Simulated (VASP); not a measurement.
# Al3Cu (Cmmm) in VASP: single point with PBEsol

Aim: the single point of Al3Cu with PBEsol.

Program: VASP 6.6.1. These are calculated values, not measurements. Logs are shortened: lines on timing, memory, paths and dates and some standing lists are left out, and cuts for length are marked.

## 1. The cell of the first run

It takes space group Cmmm (No. 65, orthorhombic). Conventional cell: a = 5.401 Å, b = 5.608 Å, c = 3.892 Å, α = 90.00°, β = 90.00°, γ = 90.00°. Within 3.6 Å of Al (site symmetry 2/m) lie 8 Al at 2.70 to 2.80 Å and 4 Cu at 2.75 Å. Within 3.6 Å of Al (site symmetry mmm) lie 4 Cu at 2.70 to 2.80 Å and 8 Al at 2.75 Å. Cu (site symmetry mmm) has 12 Al at 2.70 to 2.80 Å within 3.6 Å.

## 2. Single point, PBEsol (strain +0.0375 x Voigt [0, 0, 0, 0, 0, 1])

INCAR

```
PREC = Accurate
ENCUT = 520
EDIFF = 1E-6
ISMEAR = 0
SIGMA = 0.15
LREAL = False
LASPH = True
NELM = 60
ALGO = Fast
ISIF = 2
LWAVE = False
LCHARG = False
GGA = PS
NBANDS = 18
```

KPOINTS

```
Automatic mesh
0
Gamma
  12 12 12
```

POSCAR

```
Al3Cu
1.0
    3.8923537780      0.0729816333      0.0000000000
    0.0729816333      3.8923537780      0.0000000000
    0.0000000000      0.0000000000      3.8923537780
Al Cu
3 1
Direct
    0.0000000000      0.5000000000      0.5000000000
    0.5000000000      0.0000000000      0.5000000000
    0.5000000000      0.5000000000      0.0000000000
    0.0000000000      0.0000000000      0.0000000000
```

Potentials or basis: VASP PAW PBE potentials, release 64 (Al, Cu).

Started as:

```console
cat potpaw_PBE.64/Al/POTCAR potpaw_PBE.64/Cu/POTCAR > POTCAR
mpirun -np 1 vasp_std > vasp.out
```

OUTCAR:

```text
PREC = Accurate
   ENCUT = 520
   EDIFF = 1E-6
   ISMEAR = 0
   LREAL = False
   LASPH = True
   NELM = 60
   ISIF = 2
   GGA = PS

 ion  position               nearest neighbor table
   1  0.000  0.500  0.500-   2 2.70   2 2.70   3 2.75   4 2.75   3 2.75   4 2.75   4 2.75   4 2.75
                             3 2.75   3 2.75   2 2.80   2 2.80
   2  0.500  0.000  0.500-   1 2.70   1 2.70   3 2.75   4 2.75   3 2.75   3 2.75   3 2.75   4 2.75
                             4 2.75   4 2.75   1 2.80   1 2.80
   3  0.500  0.500  0.000-   4 2.70   4 2.70   1 2.75   2 2.75   2 2.75   1 2.75   2 2.75   1 2.75
                             2 2.75   1 2.75   4 2.80   4 2.80
   4  0.000  0.000  0.000-   3 2.70   3 2.70   1 2.75   2 2.75   1 2.75   1 2.75   1 2.75   2 2.75
                             2 2.75   2 2.75   3 2.80   3 2.80

  LATTYP: Found a base centered orthorhombic cell.
 ALAT       =     5.4014078868
 B/A-ratio  =     1.0382165605
 C/A-ratio  =     0.7206183757

  Lattice vectors:

 A1 = (  -0.0729816333,  -3.8923537780,   0.0000000000)
 A2 = (   3.8923537780,   0.0729816333,   0.0000000000)
 A3 = (   0.0000000000,   0.0000000000,   3.8923537780)

Analysis of symmetry for initial positions (statically):
=====================================================================
 Subroutine PRICEL returns:
 Original cell was already a primitive cell.

 Routine SETGRP: Setting up the symmetry group for a
 base centered orthorhombic supercell.

 Subroutine GETGRP returns: Found  8 space group operations
 (whereof  8 operations were pure point group operations)
 out of a pool of  8 trial point group operations.

The static configuration has the point symmetry D_2h.

Analysis of symmetry for dynamics (positions and initial velocities):
=====================================================================
 Subroutine PRICEL returns:
 Original cell was already a primitive cell.

 Routine SETGRP: Setting up the symmetry group for a
 base centered orthorhombic supercell.

 Subroutine GETGRP returns: Found  8 space group operations
 (whereof  8 operations were pure point group operations)
 out of a pool of  8 trial point group operations.

The dynamic configuration has the point symmetry D_2h.

 Subroutine INISYM returns: Found  8 space group operations
 (whereof  8 operations are pure point group operations),
 and found     1 'primitive' translations

----------------------------------------------------------------------------------------

                                     Primitive cell

  volume of cell :      58.9501

  direct lattice vectors                    reciprocal lattice vectors
     3.892353778  0.072981633  0.000000000     0.257004307 -0.004818831  0.000000000
     0.072981633  3.892353778  0.000000000    -0.004818831  0.257004307  0.000000000
     0.000000000  0.000000000  3.892353778     0.000000000  0.000000000  0.256913954

  length of vectors
     3.893037921  3.893037921  3.892353778     0.257049480  0.257049480  0.256913954

  position of ions in fractional coordinates (direct lattice)
     0.000000000  0.500000000  0.500000000
     0.500000000  0.000000000  0.500000000
     0.500000000  0.500000000  0.000000000
     0.000000000  0.000000000  0.000000000

  ion indices of the primitive-cell ions
   primitive index   ion index
                 1           1
                 2           2
                 3           3
                 4           4

----------------------------------------------------------------------------------------

 KPOINTS: Automatic mesh

Automatic generation of k-mesh.
 Grid dimensions read from file:
 generate k-points for:   12   12   12

 Generating k-lattice:

  Cartesian coordinates                     Fractional coordinates (reciprocal lattice)
     0.021417026 -0.000401569  0.000000000     0.083333333  0.000000000  0.000000000
    -0.000401569  0.021417026  0.000000000     0.000000000  0.083333333  0.000000000
     0.000000000  0.000000000  0.021409496     0.000000000  0.000000000  0.083333333

  Length of vectors
     0.021420790  0.021420790  0.021409496

  Shift w.r.t. Gamma in fractional coordinates (k-lattice)
     0.000000000  0.000000000  0.000000000

 Subroutine IBZKPT returns following result:
 ===========================================

 Found    301 irreducible k-points:

 Following reciprocal coordinates:
            Coordinates               Weight
  0.000000  0.000000  0.000000      1.000000
  0.083333  0.000000  0.000000      4.000000
  0.166667  0.000000  0.000000      4.000000
  0.250000 -0.000000  0.000000      4.000000
  0.333333  0.000000  0.000000      4.000000
  0.416667 -0.000000  0.000000      4.000000
[... 16 lines left out ...]
  0.500000  0.166667  0.000000      4.000000
 -0.416667  0.166667  0.000000      4.000000
 [... further k-points ...]
   k-points           NKPTS =    301   k-points in BZ     NKDIM =    301   number of bands    NBANDS=     18
   number of dos      NEDOS =    301   number of ions     NIONS =      4
   total plane-waves  NPLWV =  27000
   dimension x,y,z NGX =    30 NGY =   30 NGZ =   30
   dimension x,y,z NGXF=    60 NGYF=   60 NGZF=   60
   ions per type =               3   1
   NGX,Y,Z   is equivalent  to a cutoff of  12.81, 12.81, 12.81 a.u.
   NGXF,Y,Z  is equivalent  to a cutoff of  25.62, 25.62, 25.63 a.u.
 SYSTEM =  unknown system
   PREC   = accura    normal or accurate (medium, high low for compatibility)
   ISTART =      0    job   : 0-new  1-cont  2-samecut
   ICHARG =      2    charge: 1-file 2-atom 10-const
   ISPIN  =      1    spin polarized calculation?
   LNONCOLLINEAR =      F non collinear calculations
   LSORBIT =      F    spin-orbit coupling
   LASPH  =      T    aspherical Exc in radial PAW
   ENCUT  =  520.0 eV  38.22 Ry    6.18 a.u.   7.24  7.24  7.24*2*pi/ulx,y,z
   NELM   =     60;   NELMIN=  2; NELMDL= -5     # of ELM steps
   EDIFF  = 0.1E-05   stopping-criterion for ELM
   LREAL  =      F    real-space projection
   EDIFFG = 0.1E-04   stopping-criterion for IOM
   NSW    =      0    number of steps for IOM
   IBRION =     -1    ionic relax: 0-MD 1-quasi-New 2-CG
   NFREE  =      0    steps in history (QN), initial steepest desc. (CG)
   ISIF   =      2    stress and relaxation
   ISYM   =      2    0-nonsym 1-usesym 2-fastsym
   POTIM  = 0.5000    time-step for ionic-motion
   TEBEG  =    0.0;   TEEND  =   0.0 temperature during run
   PSTRESS=    0.0 pullay stress
   NELECT =      20.0000    total number of electrons
   NUPDOWN=      -1.0000    fix difference up-down
   EMIN   =  10.00;   EMAX   =-10.00  energy-range for DOS
   EFERMI =   0.00;   METHOD = LEGACY
   ISMEAR =     0;   SIGMA  =   0.15  broadening in eV -4-tet -1-fermi 0-gaus
   EFERMI_NEDOS =   21; number of points for ismear=-14 and -15
   IALGO  =     68    algorithm
   IMIX   =      4    mixing-type and parameters
     AMIX     =   0.40;   BMIX     =  1.00
     AMIX_MAG =   1.60;   BMIX_MAG =  1.00
  volume/ion in A,a.u.               =      14.74        99.45
  Fermi-wavevector in a.u.,A,eV,Ry     =   1.141800  2.157689 17.738018  1.303708
  Thomas-Fermi vector in A             =   2.278500
   LORBIT       =      0    0 simple, 1 ext, 2 COOP (PROOUT), +10 PAW based schemes
   GGA     = PS    functional components
   LHFCALC =     F    Hartree Fock is set to
   AEXX    =    0.0000 exact exchange contribution
   IVDW    =     0    specifies the selected vdW correction
   LEPSILON=     F    determine dielectric tensor
   LRPA    =     F    only Hartree local field effects (RPA)
 non-spin polarized calculation
 RMM-DIIS sequential band-by-band and
 Gauss-broadening in eV      SIGMA  =   0.15
  energy-cutoff  :      520.00
  volume of cell :       58.95
 maximum number of plane-waves:      1606
 NGX is ok and might be reduce to    30
   NGX = 15   NGY = 15   NGZ = 15

 number of electron      19.9999992 magnetization

 Free energy of the ion-electron system (eV)
  ---------------------------------------------------
  ext. energy  EPLUGINS =         0.00000000
  ---------------------------------------------------
  free energy    TOTEN  =       -16.71541575 eV

  energy without entropy =      -16.69840168  energy(sigma->0) =      -16.70690871

 E-fermi :   8.4172     XC(G=0): -10.9324

 val. band max:        8.4150533145   @ k =   0.1667   0.0000   0.3333
 cond. band min:       8.4195111643   @ k =   0.4167   0.0833   0.3333
 fundamental gap:      0.0044578498
 Fermi energy:         8.4171557479

 k-point     1 :       0.0000    0.0000    0.0000
  band No.  band energies     occupation
      1      -2.8649      2.00000
      2       4.0622      2.00000
      3       4.0656      2.00000
      4       4.7819      2.00000
      5       4.7934      2.00000
      6       4.8083      2.00000
[... 10 lines left out ...]
     17      15.4022      0.00000
     18      15.5685      0.00000

 k-point     2 :       0.0833    0.0000    0.0000
  band No.  band energies     occupation
      1      -2.7967      2.00000
      2       3.9349      2.00000
      3       4.0783      2.00000
      4       4.7468      2.00000
      5       4.7493      2.00000
      6       4.8010      2.00000
[... 10 lines left out ...]
     17      15.4873      0.00000
     18      15.6611      0.00000

 k-point     3 :       0.1667    0.0000    0.0000
  band No.  band energies     occupation
      1      -2.5925      2.00000
      2       3.3590      2.00000
      3       4.1201      2.00000
      4       4.6500      2.00000
      5       4.6503      2.00000
      6       4.8048      2.00000
[... 10 lines left out ...]
     17      15.5608      0.00000
     18      15.6930      0.00000

 k-point     4 :       0.2500   -0.0000    0.0000
  band No.  band energies     occupation
      1      -2.2542      2.00000
      2       2.4006      2.00000
      3       4.1781      2.00000
      4       4.5443      2.00000
      5       4.5465      2.00000
      6       4.8127      2.00000
[... 375 lines left out ...]
      4       4.3084      2.00000
      5       4.4524      2.00000
      6       4.7499      2.00000
[... 10 lines left out ...]
     17      15.7513      0.00000
     18      16.0749      0.00000

 k-point    23 :       0.5000    0.1667    0.0000
  band No.  band energies     occupation
      1      -0.4376      2.00000
      2       0.0981      2.00000
      3       4.1218      2.00000
      4       4.2608      2.00000
      5       4.4343      2.00000
      6       4.7536      2.00000
[... 10 lines left out ...]
     17      15.9743      0.00000
     18      15.9759      0.00000

 k-point    24 :      -0.4167    0.1667    0.0000
  band No.  band energies     occupation
      1      -0.8914      2.00000
      2       0.6507      2.00000
      3       3.9897      2.00000
      4       4.3193      2.00000
      5       4.4480      2.00000
      6       4.7500      2.00000
[... 10 lines left out ...]
     17      15.4003      0.00000
     18      16.5506      0.00000

 [... further k-points ...]

------------------------ aborting loop because EDIFF is reached ----------------------------------------

  FORCE on cell =-STRESS in cart. coord.  units (eV):
  Direction    XX          YY          ZZ          XY          YZ          ZX
  --------------------------------------------------------------------------------------
  -------------------------------------------------------------------------------------
  Total        0.1873389      0.1873389      0.0196033     -0.4795304      0.0000000      0.0000000
  in kB        5.0916010      5.0916010      0.5327901    -13.0329431      0.0000000      0.0000000
  external PRESSURE =       3.5719974 kB  Pullay stress =       0.0000000 kB

 VOLUME and BASIS-vectors are now :
 -----------------------------------------------------------------------------
  energy-cutoff  :      520.00
  volume of cell :       58.95
      direct lattice vectors                 reciprocal lattice vectors
     3.892353778  0.072981633  0.000000000     0.257004307 -0.004818831  0.000000000
     0.072981633  3.892353778  0.000000000    -0.004818831  0.257004307  0.000000000
     0.000000000  0.000000000  3.892353778     0.000000000  0.000000000  0.256913954

 POSITION                                       TOTAL-FORCE (eV/Angst)
 -----------------------------------------------------------------------------------
      0.03649      1.94618      1.94618        -0.000000      0.000000      0.000000
      1.94618      0.03649      1.94618         0.000000      0.000000      0.000000
      1.98267      1.98267      0.00000         0.000000      0.000000      0.000000
      0.00000      0.00000      0.00000        -0.000000      0.000000      0.000000
 -----------------------------------------------------------------------------------
    total drift:                               -0.000000     -0.000000      0.000000

  FREE ENERGIE OF THE ION-ELECTRON SYSTEM (eV)
  ---------------------------------------------------
  free  energy   TOTEN  =       -16.7154157504 eV

  energy  without entropy=      -16.6984016788  energy(sigma->0) =      -16.70690871
```

Wall time 2.9 min (1 thread of Intel Xeon 6975P-C (Granite Rapids), shared host); peak memory 0.39 GiB.

Results:

| Quantity | Value |
| --- | --- |
| Free energy | -16.7154 eV |
| Pressure | 0.4 GPa |
| Band gap on the k mesh | zero (bands 10 and 11 overlap by 4.23 eV) |

Caveat: the cell differs from its parent crystal (strain +0.0375 x Voigt [0, 0, 0, 0, 0, 1]); the PAW data sets were made with another functional, which shifts forces and pressure a little.
